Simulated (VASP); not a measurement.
A run of VASP 6.6.1:

Contents of INCAR:

```
SYSTEM = Zn2Si3N
PREC = Accurate ; ENCUT = 520
EDIFF = 1E-6 ; ISMEAR = 0
SIGMA = 0.1 ; LREAL = .False.
LASPH = .True. ; NELM = 60
ALGO = Normal ; ISIF = 2
LWAVE = .False. ; LCHARG = .True.
GGA = PE ; LELF = .True.
LVHAR = .True. ; NBANDS = 30
```

File KPOINTS:

```
regular mesh
0
Gamma
  6 6 2
  0 0 0
```

Contents of POSCAR:

```
Zn2Si3N
1.0
    2.9547156673      0.0000000000      0.0000000000
   -1.4773578337      2.5588588288      0.0000000000
    0.0000000000      0.0000000000     10.4882696190
Zn Si N
2 3 1
Direct
    0.3333333333      0.6666666667      0.6896206271
    0.6666666667      0.3333333333      0.3103793729
    0.3333333333      0.6666666667      0.1233170167
    0.6666666667      0.3333333333      0.8766829833
    0.0000000000      0.0000000000      0.5000000000
    0.0000000000      0.0000000000      0.0000000000
```

Potentials or basis: VASP PAW PBE potentials, release 64 (Zn, Si, N).

Run with:

```bash
$ cat potpaw_PBE.64/Zn/POTCAR potpaw_PBE.64/Si/POTCAR potpaw_PBE.64/N/POTCAR > POTCAR
$ mpirun -np 1 vasp_std > vasp.out
```

Hardware: 1 thread of Intel(R) Xeon(R) Platinum 8488C (Sapphire Rapids) (shared host).

Problem. How long does it take, and how much memory?

Solution. Wall time 22 s on 1 thread of Intel(R) Xeon(R) Platinum 8488C (Sapphire Rapids), on a shared host, peak memory 0.2 GiB. Counts: scf iterations 14, k points 14.
